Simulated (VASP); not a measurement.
Runs of VASP 6.6.1 on WC. The structure is that of space group Cmmm (No. 65), or close to it. The cells are those of the table. 

```tsv
task	level	cell	k mesh	cutoff (eV)	smearing	grid for exact exchange (PRECFOCK)	share of exact exchange	screening parameter	gap on the mesh (eV)	pressure (GPa)	relaxed volume (Å³/atom)
single point	RPBE+D3(BJ)	a = 2.760, b = 2.760, c = 2.907 Å, angles 90.0, 90.0, 114.7°, 2 atoms	10 × 10 × 6	520	fermi-dirac 0.05 eV	-	-	-	none	1.1	-
relaxation of cell and atoms	PBEsol+D3(BJ)	relaxed from a = 2.679, b = 2.679, c = 4.309 Å, angles 90.0, 90.0, 104.5°, 2 atoms	10 × 10 × 6	600	fermi-dirac 0.05 eV	-	-	-	none	-0.1	(b)
single point	PBE-based screened hybrid	a = 2.919, b = 2.919, c = 2.961 Å, angles 90.0, 90.0, 117.5°, 2 atoms	5 × 5 × 3	520	fermi-dirac 0.05 eV	Normal	0.25	0.3 1/Å	none	0.0	-
single point	PBE	a = 2.679, b = 2.679, c = 4.309 Å, angles 90.0, 90.0, 104.5°, 2 atoms	10 × 10 × 6	520	gaussian 0.011 eV	-	-	-	none	-31.8	-
relaxation of cell and atoms	RPBE+D4	relaxed from a = 2.679, b = 2.679, c = 4.309 Å, angles 90.0, 90.0, 104.5°, 2 atoms	10 × 10 × 6	600	fermi-dirac 0.05 eV	-	-	-	none	0.0	11.29
single point	PBE	a = 2.679, b = 2.679, c = 4.309 Å, angles 90.0, 90.0, 104.5°, 2 atoms	10 × 10 × 6	520	gaussian 0.026 eV	-	-	-	none	-31.9	-
relaxation of cell and atoms	revPBE+D3(BJ)	relaxed from a = 2.679, b = 2.679, c = 4.309 Å, angles 90.0, 90.0, 104.5°, 2 atoms	10 × 10 × 6	600	fermi-dirac 0.05 eV	-	-	-	none	0.0	(a)
single point	PBE	a = 2.679, b = 2.679, c = 4.309 Å, angles 90.0, 90.0, 104.5°, 2 atoms	10 × 10 × 6	520	gaussian 0.028 eV	-	-	-	none	-31.9	-
```

Alike in all rows: potentials or basis VASP PAW PBE potentials, release 64 (W_sv, C); no spin polarisation.

Estimate the missing entries.

(a) 11.25; (b) 11.07.

Caveats: some runs use coarse meshes; spin-orbit coupling is left out, which moves the levels of the heavy elements; the PAW data sets were made with another functional, which shifts forces and pressure a little (some runs); pairwise dispersion overbinds metals, which lowers pressure and volume (some runs); the volume moved by over 15 % at a fixed basis, so the end points are rough (some runs).

A k mesh can miss the band edges, and the runs leave out spin-orbit coupling on W.

A gap of «none» marks levels without a gap at the run's occupations.
